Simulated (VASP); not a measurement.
# NaCl (Pm-3m) in VASP: single point with HSE06

Aim: the single point of NaCl with HSE06.

Program: VASP 6.6.1. These are calculated values, not measurements. Logs are shortened: lines on timing, memory, paths and dates and some standing lists are left out, and cuts for length are marked.

### 1 The cell of the first run

Symmetry: Pm-3m, No. 221, cubic system. The conventional cell has a = 3.531 Å, b = 3.531 Å, c = 3.531 Å, α = 90.00°, β = 90.00°, γ = 90.00°. Within 4.0 Å of Na (site symmetry m-3m) lie 8 Cl at 3.06 Å and 6 Na at 3.53 Å. Cl (site symmetry m-3m) has 8 Na at 3.06 Å and 6 Cl at 3.53 Å within 4.0 Å.

### 2 Single point, HSE06 (strain +2.1%)

The input, POSCAR:

```
NaCl
1.0
    3.5308124840      0.0000000000      0.0000000000
    0.0000000000      3.5308124840      0.0000000000
    0.0000000000      0.0000000000      3.5308124840
Na Cl
1 1
Direct
    0.0000000000      0.0000000000      0.0000000000
    0.5000000000      0.5000000000      0.5000000000
```

The input, INCAR.step1:

```
SYSTEM = NaCl
ALGO     = Normal         ! electronic algorithm
EDIFF    = 1E-5           ! SCF threshold, eV
ENCUT    = 520            ! plane-wave cutoff, eV
GGA      = PE             ! functional
ISIF     = 2              ! what is computed and relaxed
ISMEAR   = 0              ! smearing method
LASPH    = .True.         ! aspherical terms in the spheres
LREAL    = .False.        ! projectors in reciprocal space
LWAVE    = .True.         ! write WAVECAR
NBANDS   = 14             ! bands
NELM     = 80             ! most SCF steps
PREC     = Accurate       ! precision mode
SIGMA    = 0.01           ! smearing width, eV
```

The input, INCAR.step2:

```
SYSTEM = NaCl
ALGO     = Normal         ! electronic algorithm
EDIFF    = 1E-6           ! SCF threshold, eV
ENCUT    = 520            ! plane-wave cutoff, eV
GGA      = PE             ! functional
HFSCREEN = 0.2079         ! screening, 1/A
ISIF     = 2              ! what is computed and relaxed
ISMEAR   = 0              ! smearing method
ISTART   = 1            
LASPH    = .True.         ! aspherical terms in the spheres
LCHARG   = .True.         ! write CHGCAR
LELF     = .True.         ! ELF
LHFCALC  = .True.         ! exact exchange
LREAL    = .False.        ! projectors in reciprocal space
LVHAR    = .True.       
LWAVE    = .False.        ! write WAVECAR
NBANDS   = 14             ! bands
NELM     = 80             ! most SCF steps
PREC     = Accurate       ! precision mode
PRECFOCK = Normal       
SIGMA    = 0.01           ! smearing width, eV
```

The input, KPOINTS:

```
k-points
0
Gamma
  6 6 6
  0 0 0
```

Potentials or basis: VASP PAW PBE potentials, release 64 (Na_pv, Cl).

On the command line:

```sh
$ cat potpaw_PBE.64/Na_pv/POTCAR potpaw_PBE.64/Cl/POTCAR > POTCAR
$ cp INCAR.step1 INCAR
$ mpirun -np 1 vasp_std > vasp.out
$ cp INCAR.step2 INCAR
$ mpirun -np 1 vasp_std > vasp.out
```

OUTCAR:

```text
SYSTEM = NaCl
   EDIFF = 1E-6
   ENCUT = 520
   GGA = PE
   HFSCREEN = 0.2079
   ISIF = 2
   ISMEAR = 0
   ISTART = 1
   LASPH = .True.
   LHFCALC = .True.
   LREAL = .False.
   NELM = 80
   PREC = Accurate
   PRECFOCK = Normal

 ion  position               nearest neighbor table
   1  0.000  0.000  0.000-
   2  0.500  0.500  0.500-

  LATTYP: Found a simple cubic cell.
 ALAT       =     3.5308124840

  Lattice vectors:

 A1 = (   3.5308124840,   0.0000000000,   0.0000000000)
 A2 = (   0.0000000000,   3.5308124840,   0.0000000000)
 A3 = (   0.0000000000,   0.0000000000,   3.5308124840)

Analysis of symmetry for initial positions (statically):
=====================================================================
 Subroutine PRICEL returns:
 Original cell was already a primitive cell.

 Routine SETGRP: Setting up the symmetry group for a
 simple cubic supercell.

 Subroutine GETGRP returns: Found 48 space group operations
 (whereof 48 operations were pure point group operations)
 out of a pool of 48 trial point group operations.

The static configuration has the point symmetry O_h .

Analysis of symmetry for dynamics (positions and initial velocities):
=====================================================================
 Subroutine PRICEL returns:
 Original cell was already a primitive cell.

 Routine SETGRP: Setting up the symmetry group for a
 simple cubic supercell.

 Subroutine GETGRP returns: Found 48 space group operations
 (whereof 48 operations were pure point group operations)
 out of a pool of 48 trial point group operations.

The dynamic configuration has the point symmetry O_h .

 Subroutine INISYM returns: Found 48 space group operations
 (whereof 48 operations are pure point group operations),
 and found     1 'primitive' translations

----------------------------------------------------------------------------------------

                                     Primitive cell

  volume of cell :      44.0174

  direct lattice vectors                    reciprocal lattice vectors
     3.530812484  0.000000000  0.000000000     0.283220931  0.000000000  0.000000000
     0.000000000  3.530812484  0.000000000     0.000000000  0.283220931  0.000000000
     0.000000000  0.000000000  3.530812484     0.000000000  0.000000000  0.283220931

  length of vectors
     3.530812484  3.530812484  3.530812484     0.283220931  0.283220931  0.283220931

  position of ions in fractional coordinates (direct lattice)
     0.000000000  0.000000000  0.000000000
     0.500000000  0.500000000  0.500000000

  ion indices of the primitive-cell ions
   primitive index   ion index
                 1           1
                 2           2

----------------------------------------------------------------------------------------

 KPOINTS: k-points

Automatic generation of k-mesh.
 Grid dimensions read from file:
 generate k-points for:    6    6    6

 Generating k-lattice:

  Cartesian coordinates                     Fractional coordinates (reciprocal lattice)
     0.047203489  0.000000000  0.000000000     0.166666667  0.000000000  0.000000000
     0.000000000  0.047203489  0.000000000     0.000000000  0.166666667  0.000000000
     0.000000000  0.000000000  0.047203489     0.000000000  0.000000000  0.166666667

  Length of vectors
     0.047203489  0.047203489  0.047203489

  Shift w.r.t. Gamma in fractional coordinates (k-lattice)
     0.000000000  0.000000000  0.000000000

 Subroutine IBZKPT returns following result:
 ===========================================

 Found     20 irreducible k-points:

 Following reciprocal coordinates:
            Coordinates               Weight
  0.000000  0.000000  0.000000      1.000000
  0.166667  0.000000  0.000000      6.000000
  0.333333  0.000000  0.000000      6.000000
  0.500000  0.000000  0.000000      3.000000
  0.166667  0.166667  0.000000     12.000000
  0.333333  0.166667  0.000000     24.000000
[... 12 lines left out ...]
  0.500000  0.500000  0.333333      6.000000
  0.500000  0.500000  0.500000      1.000000
   k-points           NKPTS =     20   k-points in BZ     NKDIM =    216   number of bands    NBANDS=     14
   number of dos      NEDOS =    301   number of ions     NIONS =      2
   total plane-waves  NPLWV =  21952
   dimension x,y,z NGX =    28 NGY =   28 NGZ =   28
   dimension x,y,z NGXF=    56 NGYF=   56 NGZF=   56
   ions per type =               1   1
   NGX,Y,Z   is equivalent  to a cutoff of  13.18, 13.18, 13.18 a.u.
   NGXF,Y,Z  is equivalent  to a cutoff of  26.37, 26.37, 26.37 a.u.
 SYSTEM =  NaCl
   PREC   = accura    normal or accurate (medium, high low for compatibility)
   ISTART =      1    job   : 0-new  1-cont  2-samecut
   ICHARG =      0    charge: 1-file 2-atom 10-const
   ISPIN  =      1    spin polarized calculation?
   LNONCOLLINEAR =      F non collinear calculations
   LSORBIT =      F    spin-orbit coupling
   LASPH  =      T    aspherical Exc in radial PAW
   ENCUT  =  520.0 eV  38.22 Ry    6.18 a.u.   6.56  6.56  6.56*2*pi/ulx,y,z
   NELM   =     80;   NELMIN=  2; NELMDL=  0     # of ELM steps
   EDIFF  = 0.1E-05   stopping-criterion for ELM
   LREAL  =      F    real-space projection
   EDIFFG = 0.1E-04   stopping-criterion for IOM
   NSW    =      0    number of steps for IOM
   IBRION =     -1    ionic relax: 0-MD 1-quasi-New 2-CG
   NFREE  =      0    steps in history (QN), initial steepest desc. (CG)
   ISIF   =      2    stress and relaxation
   ISYM   =      3    0-nonsym 1-usesym 2-fastsym
   POTIM  = 0.5000    time-step for ionic-motion
   TEBEG  =    0.0;   TEEND  =   0.0 temperature during run
   PSTRESS=    0.0 pullay stress
   NELECT =      14.0000    total number of electrons
   NUPDOWN=      -1.0000    fix difference up-down
   EMIN   =  10.00;   EMAX   =-10.00  energy-range for DOS
   EFERMI =   0.00;   METHOD = LEGACY
   ISMEAR =     0;   SIGMA  =   0.01  broadening in eV -4-tet -1-fermi 0-gaus
   EFERMI_NEDOS =   21; number of points for ismear=-14 and -15
   IALGO  =     38    algorithm
   IMIX   =      1    mixing-type and parameters
     AMIX     =   0.40;   BMIX     =  1.00
     AMIX_MAG =   1.60;   BMIX_MAG =  1.00
  volume/ion in A,a.u.               =      22.01       148.52
  Fermi-wavevector in a.u.,A,eV,Ry     =   1.117488  2.111746 16.990675  1.248779
  Thomas-Fermi vector in A             =   2.254111
   LORBIT       =      0    0 simple, 1 ext, 2 COOP (PROOUT), +10 PAW based schemes
   GGA     = PE    functional components
   LHFCALC =     T    Hartree Fock is set to
   PRECFOCK=normal    Normal, Fast or Accurate (Low or Medium for compatibility)
   ENCUT4O =  -1.0   cutoff for four orbital integrals eV
   NKREDX  =     1    reduce k-point grid by
   NKREDY  =     1    reduce k-point grid by
   NKREDZ  =     1    reduce k-point grid by
   AEXX    =    0.2500 exact exchange contribution
   HFSCREEN=    0.2079 screening length (either q_TF or 0.3 A-1)
   HFSCREENC=   0.2079 screening length for correlation (either q_TF or 0.3 A-1)
   ENCUTFOCK=  -1.0 apply spherical cutoff to Coloumb kernel
   IVDW    =     0    specifies the selected vdW correction
   LEPSILON=     F    determine dielectric tensor
   LRPA    =     F    only Hartree local field effects (RPA)
 non-spin polarized calculation
 Gauss-broadening in eV      SIGMA  =   0.01
  energy-cutoff  :      520.00
  volume of cell :       44.02
 maximum number of plane-waves:      1213
 NGX is ok and might be reduce to    28
  NGX = 20; NGY = 20; NGZ = 20

 number of electron      13.9999981 magnetization

 Free energy of the ion-electron system (eV)
  ---------------------------------------------------
  ext. energy  EPLUGINS =         0.00000000
  ---------------------------------------------------
  free energy    TOTEN  =        -7.55160495 eV

  energy without entropy =       -7.55160495  energy(sigma->0) =       -7.55160495

 E-fermi :  -0.5144     XC(G=0):  -6.9217

 val. band max:       -0.6654444676   @ k =   0.5000   0.5000   0.0000
 cond. band min:       4.5350402160   @ k =   0.0000   0.0000   0.0000
 fundamental gap:      5.2004846836
 Fermi energy:        -0.5143517666

 k-point     1 :       0.0000    0.0000    0.0000
  band No.  band energies     occupation
      1     -24.9200      2.00000
      2     -24.9200      2.00000
      3     -24.9200      2.00000
      4     -15.2076      2.00000
      5      -1.1745      2.00000
      6      -1.1745      2.00000
      7      -1.1745      2.00000
      8       4.5350      0.00000
      9       9.2755      0.00000
     10       9.2755      0.00000
     11      16.4907      0.00000
     12      16.4907      0.00000
     13      16.4907      0.00000
     14      16.9281      0.00000

 k-point     2 :       0.1667    0.0000    0.0000
  band No.  band energies     occupation
      1     -24.9285      2.00000
      2     -24.9192      2.00000
      3     -24.9192      2.00000
      4     -15.1225      2.00000
      5      -1.9620      2.00000
      6      -1.1155      2.00000
      7      -1.1155      2.00000
      8       5.2606      0.00000
      9       9.5872      0.00000
     10       9.8011      0.00000
     11      14.7299      0.00000
     12      14.7299      0.00000
     13      15.8969      0.00000
     14      17.1443      0.00000

 k-point     3 :       0.3333    0.0000    0.0000
  band No.  band energies     occupation
      1     -24.9456      2.00000
      2     -24.9176      2.00000
      3     -24.9176      2.00000
      4     -14.9430      2.00000
      5      -3.1755      2.00000
      6      -0.9930      2.00000
      7      -0.9930      2.00000
      8       6.5806      0.00000
      9       9.9501      0.00000
     10      10.4656      0.00000
     11      13.2104      0.00000
     12      13.2104      0.00000
     13      15.1285      0.00000
     14      16.7253      0.00000
[... 256 lines left out ...]
 k-point    19 :       0.5000    0.5000    0.3333
  band No.  band energies     occupation
      1     -24.9431      2.00000
      2     -24.9431      2.00000
      3     -24.9349      2.00000
      4     -14.3689      2.00000
      5      -2.6976      2.00000
      6      -2.6976      2.00000
      7      -2.1643      2.00000
      8       7.2298      0.00000
      9       8.3958      0.00000
     10       8.3958      0.00000
     11      13.5056      0.00000
     12      14.6400      0.00000
     13      16.3308      0.00000
     14      16.3308      0.00000

 k-point    20 :       0.5000    0.5000    0.5000
  band No.  band energies     occupation
      1     -24.9419      2.00000
      2     -24.9419      2.00000
      3     -24.9419      2.00000
      4     -14.2966      2.00000
      5      -2.5820      2.00000
      6      -2.5820      2.00000
      7      -2.5820      2.00000
      8       7.7626      0.00000
      9       7.7626      0.00000
     10       7.7626      0.00000
     11      12.3998      0.00000
     12      16.7374      0.00000
     13      16.7374      0.00000
     14      16.7374      0.00000

------------------------ aborting loop because EDIFF is reached ----------------------------------------

  FORCE on cell =-STRESS in cart. coord.  units (eV):
  Direction    XX          YY          ZZ          XY          YZ          ZX
  --------------------------------------------------------------------------------------
  -------------------------------------------------------------------------------------
  Total       -0.2842116     -0.2842116     -0.2842116     -0.0000000      0.0000000     -0.0000000
  in kB      -10.3449492    -10.3449492    -10.3449492     -0.0000000      0.0000000     -0.0000000
  external PRESSURE =     -10.3449492 kB  Pullay stress =       0.0000000 kB

 VOLUME and BASIS-vectors are now :
 -----------------------------------------------------------------------------
  energy-cutoff  :      520.00
  volume of cell :       44.02
      direct lattice vectors                 reciprocal lattice vectors
     3.530812484  0.000000000  0.000000000     0.283220931  0.000000000  0.000000000
     0.000000000  3.530812484  0.000000000     0.000000000  0.283220931  0.000000000
     0.000000000  0.000000000  3.530812484     0.000000000  0.000000000  0.283220931

 POSITION                                       TOTAL-FORCE (eV/Angst)
 -----------------------------------------------------------------------------------
      0.00000      0.00000      0.00000         0.000000      0.000000      0.000000
      1.76541      1.76541      1.76541         0.000000      0.000000      0.000000
 -----------------------------------------------------------------------------------
    total drift:                                0.000000      0.000000      0.000000

  FREE ENERGIE OF THE ION-ELECTRON SYSTEM (eV)
  ---------------------------------------------------
  free  energy   TOTEN  =        -7.5516049486 eV

  energy  without entropy=       -7.5516049486  energy(sigma->0) =       -7.55160495
```

Wall time 23 min (1 thread of Intel Xeon 8259CL, shared host); peak memory 0.27 GiB.

What came out:

```
Free energy            : -7.5516 eV
Pressure               : -1.0 GPa
Band gap on the k mesh : 5.20 eV (least direct gap 5.71 eV)
```

Caveat: the cell differs from its parent crystal (strain +2.1%); the PAW data sets were made with another functional, which shifts forces and pressure a little. A k mesh can miss the band edges.
